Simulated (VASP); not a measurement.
# BN (Qingsongite): single point with LDA

BN (Qingsongite):

```xyz
2
Lattice="0.0000 1.8254 1.8254 1.8254 0.0000 1.8254 1.8254 1.8254 0.0000" Properties=species:S:1:pos:R:3 pbc="T T T"
B     0.0000    0.0000    0.0000
N     0.9127    0.9127    0.9127
```

```json
{
  "Program": "VASP 6.6.1",
  "Task": "single point",
  "Functional": "LDA",
  "Potentials or basis": "VASP PAW LDA potentials, release 64 (B, N)",
  "Cutoff": "520 eV",
  "k mesh": "10 × 10 × 10",
  "Occupations": "gaussian, width 0.01 eV",
  "Spin": "no spin polarisation"
}
```

- Pressure: -20.3 GPa
- Band gap on the k mesh: 4.31 eV, indirect (least direct gap 8.54 eV)

Levels at points of the mesh, in eV from the valence-band top:
```
           k point  band 2  band 3  band 4  band 5  band 6  band 7
(0.00, 0.00, 0.00)    0.00    0.00    0.00    8.54    8.54    8.54
(0.50, 0.00, 0.00)  -10.45   -1.89   -1.89    9.83   10.40   10.40
(0.50, 0.50, 0.00)   -8.70   -4.78   -4.78    4.31    8.98   17.25
```

Wall time 7.3 s on 1 thread of Intel Xeon 8259CL (shared host), peak memory 0.11 GiB.

A k mesh can miss the band edges.
